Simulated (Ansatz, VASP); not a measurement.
One calculation of CdS, two programs

```
Cd S
1.0
     4.13480    0.04135    0.04135
    -2.03159    3.56017    0.01513
     0.06749    0.06749    6.74900
Cd S
2 2
Direct
  0.33333 0.66667 0.00000
  0.66667 0.33333 0.50000
  0.33333 0.66667 0.38500
  0.66667 0.33333 0.88500
```

Change from the starting cell: equal xy, yz and zx shear strains of +2 %, PAW files.

Alike in both runs: task electric field gradients; functional LDA; k mesh 8 × 8 × 4; occupations fermi-dirac, width 0.02 eV; no spin polarisation.

|  | VASP | Ansatz |
| --- | --- | --- |
| version | VASP 6.6.1 | Ansatz 0.2.0 |
| potentials or method | VASP PAW LDA potentials, release 64 (Cd, S) | PAW with Ansatz's default frozen-core files, scalar-relativistic |
| plane-wave cutoff (eV) | 520 | 420 |
| valence electrons in the cell | 36 | 52 |

Ansatz gave:

- gap on the k mesh at the Fermi level (eV): 0.91
- pressure (GPa): -2.7
- traceless stress, the component that is largest in VASP (GPa): -1.21
- rms of the force components (eV/Å): 0.162
- size of Vzz on the site where it differs most (V/Å²): 31.9

Problem. What did VASP give for the same quantities?

Solution. gap on the k mesh at the Fermi level (eV): 0.94; pressure (GPa): -2.2; traceless stress, the component that is largest in VASP (GPa): -1.29; rms of the force components (eV/Å): 0.170; size of Vzz on the site where it differs most (V/Å²): 37.2.

LDA's correlation is that of Perdew and Zunger in VASP and of Perdew and Wang (1992) in Ansatz. Atom by atom the forces differ by 0.008 eV/Å (rms over components). VASP's potentials hold 36 valence electrons a cell and Ansatz's 52, so a difference there can come from the potentials and not from the codes.
